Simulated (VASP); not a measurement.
# Pd (Fm-3m) in VASP: notebook

Pd is run at these levels: LDA; tasks: single point.

Everything below comes from runs of VASP 6.6.1. Logs are shortened: lines on timing, memory, paths and dates and some standing lists are left out, and cuts for length are marked.

## Step 1: The cell of the first run

Symmetry: Fm-3m, No. 225, cubic system. Conventional cell: a = 3.842 Å, b = 3.842 Å, c = 3.842 Å, α = 90.00°, β = 90.00°, γ = 90.00°. Within 3.6 Å of Pd (site symmetry m-3m) lie 12 Pd at 2.72 Å.

## Step 2: Single point, LDA

File INCAR:

```
SYSTEM = Pd
  PREC = Accurate
  ENCUT = 520
  EDIFF = 1E-6
  ISMEAR = -1
  SIGMA = 0.1
  LREAL = .False.
  LASPH = .True.
  NELM = 100
  ALGO = Normal
  ISIF = 2
  LWAVE = .False.
  LCHARG = .False.
  NBANDS = 11
```

File KPOINTS:

```
Automatic mesh
0
Gamma
  20 20 20
  0 0 0
```

File POSCAR:

```
Pd
1.0
    0.0000000000      1.9211411165      1.9211411165
    1.9211411165      0.0000000000      1.9211411165
    1.9211411165      1.9211411165      0.0000000000
Pd
1
Direct
    0.0000000000      0.0000000000      0.0000000000
```

Potentials or basis: VASP PAW LDA potentials, release 64 (Pd).

On the command line:

```bash
$ cat potpaw_LDA.64/Pd/POTCAR > POTCAR
$ mpirun -np 1 vasp_std > vasp.out
```

OUTCAR:

```text
SYSTEM = Pd
   PREC = Accurate
   ENCUT = 520
   EDIFF = 1E-6
   ISMEAR = -1
   LREAL = .False.
   LASPH = .True.
   NELM = 100
   ISIF = 2

 ion  position               nearest neighbor table
   1  0.000  0.000  0.000-

  LATTYP: Found a face centered cubic cell.
 ALAT       =     3.8422822330

  Lattice vectors:

 A1 = (   0.0000000000,   1.9211411165,   1.9211411165)
 A2 = (   1.9211411165,   0.0000000000,   1.9211411165)
 A3 = (   1.9211411165,   1.9211411165,   0.0000000000)

Analysis of symmetry for initial positions (statically):
[... 33 lines left out ...]
                                     Primitive cell

  volume of cell :      14.1810

  direct lattice vectors                    reciprocal lattice vectors
     0.000000000  1.921141117  1.921141117    -0.260261985  0.260261985  0.260261985
     1.921141117  0.000000000  1.921141117     0.260261985 -0.260261985  0.260261985
     1.921141117  1.921141117  0.000000000     0.260261985  0.260261985 -0.260261985

  length of vectors
     2.716903822  2.716903822  2.716903822     0.450786981  0.450786981  0.450786981

  position of ions in fractional coordinates (direct lattice)
     0.000000000  0.000000000  0.000000000

  ion indices of the primitive-cell ions
   primitive index   ion index
                 1           1

----------------------------------------------------------------------------------------

 KPOINTS: Automatic mesh

Automatic generation of k-mesh.
 Grid dimensions read from file:
 generate k-points for:   20   20   20

 Generating k-lattice:

  Cartesian coordinates                     Fractional coordinates (reciprocal lattice)
    -0.013013099  0.013013099  0.013013099     0.050000000  0.000000000  0.000000000
     0.013013099 -0.013013099  0.013013099     0.000000000  0.050000000  0.000000000
     0.013013099  0.013013099 -0.013013099     0.000000000  0.000000000  0.050000000

  Length of vectors
     0.022539349  0.022539349  0.022539349

  Shift w.r.t. Gamma in fractional coordinates (k-lattice)
     0.000000000  0.000000000  0.000000000

 Subroutine IBZKPT returns following result:
 ===========================================

 Found    256 irreducible k-points:

 Following reciprocal coordinates:
            Coordinates               Weight
  0.000000  0.000000  0.000000      1.000000
  0.050000  0.000000  0.000000      8.000000
[... 35 lines left out ...]
   ISPIN  =      1    spin polarized calculation?
   LNONCOLLINEAR =      F non collinear calculations
   LSORBIT =      F    spin-orbit coupling
   LASPH  =      T    aspherical Exc in radial PAW
   ENCUT  =  520.0 eV  38.22 Ry    6.18 a.u.   5.05  5.05  5.05*2*pi/ulx,y,z
   NELM   =    100;   NELMIN=  2; NELMDL= -5     # of ELM steps
   EDIFF  = 0.1E-05   stopping-criterion for ELM
   LREAL  =      F    real-space projection
   EDIFFG = 0.1E-04   stopping-criterion for IOM
   NSW    =      0    number of steps for IOM
   IBRION =     -1    ionic relax: 0-MD 1-quasi-New 2-CG
   NFREE  =      0    steps in history (QN), initial steepest desc. (CG)
   ISIF   =      2    stress and relaxation
   ISYM   =      2    0-nonsym 1-usesym 2-fastsym
   POTIM  = 0.5000    time-step for ionic-motion
   TEBEG  =    0.0;   TEEND  =   0.0 temperature during run
   PSTRESS=    0.0 pullay stress
   NELECT =      10.0000    total number of electrons
   NUPDOWN=      -1.0000    fix difference up-down
   EMIN   =  10.00;   EMAX   =-10.00  energy-range for DOS
   EFERMI =   0.00;   METHOD = LEGACY
   ISMEAR =    -1;   SIGMA  =   0.10  broadening in eV -4-tet -1-fermi 0-gaus
   EFERMI_NEDOS =   21; number of points for ismear=-14 and -15
   IALGO  =     38    algorithm
   IMIX   =      4    mixing-type and parameters
     AMIX     =   0.40;   BMIX     =  1.00
     AMIX_MAG =   1.60;   BMIX_MAG =  1.00
  volume/ion in A,a.u.               =      14.18        95.70
  Fermi-wavevector in a.u.,A,eV,Ry     =   1.457154  2.753622 28.889235  2.123299
  Thomas-Fermi vector in A             =   2.573989
   LORBIT       =      0    0 simple, 1 ext, 2 COOP (PROOUT), +10 PAW based schemes
   GGA     = CA    functional components
   LHFCALC =     F    Hartree Fock is set to
   AEXX    =    0.0000 exact exchange contribution
   IVDW    =     0    specifies the selected vdW correction
   LEPSILON=     F    determine dielectric tensor
   LRPA    =     F    only Hartree local field effects (RPA)
 non-spin polarized calculation
  energy-cutoff  :      520.00
  volume of cell :       14.18
 maximum number of plane-waves:       392
   NGX = 11   NGY = 11   NGZ = 11

 number of electron      10.0000005 magnetization

 Free energy of the ion-electron system (eV)
  ---------------------------------------------------
  ext. energy  EPLUGINS =         0.00000000
  ---------------------------------------------------
  free energy    TOTEN  =        -6.52862424 eV

  energy without entropy =       -6.46690552  energy(sigma->0) =       -6.49776488

 E-fermi :  10.3011     XC(G=0): -13.7597

 val. band max:       10.2998659825   @ k =  -0.3000   0.4000   0.1500
 cond. band min:      10.3017476498   @ k =  -0.3500   0.4000   0.2000
 fundamental gap:      0.0018816673
 Fermi energy:        10.3010790534

 k-point     1 :       0.0000    0.0000    0.0000
  band No.  band energies     occupation
      1       2.7345      2.00000
      2       7.2227      2.00000
      3       7.2227      2.00000
      4       7.2227      2.00000
      5       8.9743      2.00000
      6       8.9743      2.00000
      7      27.4217      0.00000
      8      32.3659      0.00000
      9      32.3659      0.00000
     10      32.3659      0.00000
     11      35.8961      0.00000
[... 309 lines left out ...]
 k-point    24 :      -0.3500    0.0500    0.0000
  band No.  band energies     occupation
      1       4.7798      2.00000
      2       7.2952      2.00000
      3       7.3659      2.00000
      4       8.6928      2.00000
      5       9.6496      1.99704
      6      10.3635      0.69762
      7      20.8576      0.00000
      8      27.5117      0.00000
      9      31.6912      0.00000
     10      33.3911      0.00000
     11      35.9147      0.00000

 [... further k-points ...]
[... 5 lines left out ...]
  --------------------------------------------------------------------------------------
  -------------------------------------------------------------------------------------
  Total        0.0085573      0.0085573      0.0085573      0.0000000      0.0000000     -0.0000000
  in kB        0.9668028      0.9668028      0.9668028      0.0000000      0.0000000     -0.0000000
  external PRESSURE =       0.9668028 kB  Pullay stress =       0.0000000 kB

 VOLUME and BASIS-vectors are now :
 -----------------------------------------------------------------------------
  energy-cutoff  :      520.00
  volume of cell :       14.18
      direct lattice vectors                 reciprocal lattice vectors
     0.000000000  1.921141117  1.921141117    -0.260261985  0.260261985  0.260261985
     1.921141117  0.000000000  1.921141117     0.260261985 -0.260261985  0.260261985
     1.921141117  1.921141117  0.000000000     0.260261985  0.260261985 -0.260261985

 POSITION                                       TOTAL-FORCE (eV/Angst)
 -----------------------------------------------------------------------------------
      0.00000      0.00000      0.00000         0.000000     -0.000000     -0.000000
 -----------------------------------------------------------------------------------
    total drift:                                0.000000      0.000000      0.000000

  FREE ENERGIE OF THE ION-ELECTRON SYSTEM (eV)
  ---------------------------------------------------
  free  energy   TOTEN  =        -6.5286242417 eV

  energy  without entropy=       -6.4669055172  energy(sigma->0) =       -6.49776488
```

stdout:

```text
POSCAR found type information on POSCAR Pd
 POSCAR found :  1 types and       1 ions
 scaLAPACK will be used
 LDA part: xc-table for (Slater(with rela. corr.)+CA(PZ))
 , standard interpolation
 POSCAR, INCAR and KPOINTS ok, starting setup
 FFT: planning ... GRIDC
 FFT: planning ... GRID_SOFT
 FFT: planning ... GRID
 WAVECAR not read
 entering main loop
```

Wall time 18 s (1 thread of Intel Xeon Platinum 8375C at 2.90GHz (Ice Lake), shared host); peak memory 0.15 GiB.

What came out:

- Free energy: -6.5286 eV
- Pressure: 0.1 GPa
- Band gap on the k mesh: zero (band 5 reaches 10.60 eV, above the bottom of band 6 at 8.89 eV)

(Continued in part 2 of 2.)
